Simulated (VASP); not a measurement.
Here is a VASP 6.6.1 calculation.

Contents of INCAR:

```
ALGO = Normal ; EDIFF = 1E-7
ENCUT = 520 ; GGA = PE
ISIF = 2 ; ISMEAR = -1
LASPH = True ; LCHARG = False
LREAL = False ; LWAVE = False
NBANDS = 20 ; NELM = 60
PREC = Accurate ; SIGMA = 0.02
```

Contents of KPOINTS:

```
k-points
0
Gamma
  12 12 4
```

Contents of POSCAR:

```
WSe2
1.0
    3.2972133755      0.0000000000      0.0000000000
   -1.6486066878      2.8554705449      0.0000000000
    0.0000000000      0.0000000000      7.4881675009
W Se
1 2
Direct
    0.0000000000      0.0000000000      0.0000000000
    0.3333333333      0.6666666667      0.2227817623
    0.3333333333      0.6666666667      0.7772182377
```

Potentials or basis: VASP PAW PBE potentials, release 64 (W_sv, Se).

The run is started by

```sh
$ cat potpaw_PBE.64/W_sv/POTCAR potpaw_PBE.64/Se/POTCAR > POTCAR
$ mpirun -np 1 vasp_std > vasp.out
```

Estimate the largest force.

0.350 eV/Å.

Estimate the pressure.

2.8 GPa.

Predict the band gap on the k mesh.

1.47 eV (least direct gap 1.57 eV).

Stress tensor (GPa, compression positive):
```
2.57 0.00 0.00
0.00 2.57 0.00
0.00 0.00 3.20
```

Caveat: the cell differs from its parent crystal (uniaxial z strain +4.2%); spin-orbit coupling is left out, which moves the levels of the heavy elements; this functional lacks dispersion, which binds the layers, so the pressure and a relaxed spacing across them are unreliable. A k mesh can miss the band edges.
